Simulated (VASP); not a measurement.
# TiO: density of states with PBEsol

The system is TiO.

```
CELL_PARAMETERS angstrom
2.78889 0.00000 0.00000
-1.39444 2.41525 0.00000
0.00000 0.00000 2.79408
ATOMIC_POSITIONS crystal
Ti 0.66667 0.33333 0.00000
O 0.00000 0.00000 0.50000
```

- Program: VASP 6.6.1
- Task: density of states
- Functional: PBEsol
- Potentials or basis: VASP PAW PBE potentials, release 64 (Ti_sv, O)
- Cutoff: 520 eV
- k mesh: 18 × 18 × 16
- Occupations: gaussian, width 0.1 eV
- Spin: no spin polarisation
- Dipole correction: no
- k mesh for the DOS: 27 × 27 × 24
- Occupations for the DOS: tetrahedron
- Further INCAR settings: ALGO = Normal; EDIFF = 1e-07; NBANDS = 16

The valence electrons inside the program's atomic spheres are Ti 10.44; O 5.03.

Levels at points of the mesh, in eV from the Fermi level:
```
           k point  band 7  band 8  band 9  band 10  band 11  band 12
(0.00, 0.00, 0.00)   -5.80   -5.53   -3.08     1.72     1.72     1.72
(0.00, 0.00, 0.50)   -5.43   -5.43   -0.01    -0.01     0.85     1.93
```

It took 2.2 min on 1 thread of Intel(R) Xeon(R) 6975P-C (Granite Rapids), with other jobs on the host, peak memory 0.42 GiB.

Caveat: semilocal functionals often make such compounds metallic where correlation or magnetic order opens a gap, which also shifts bond lengths.
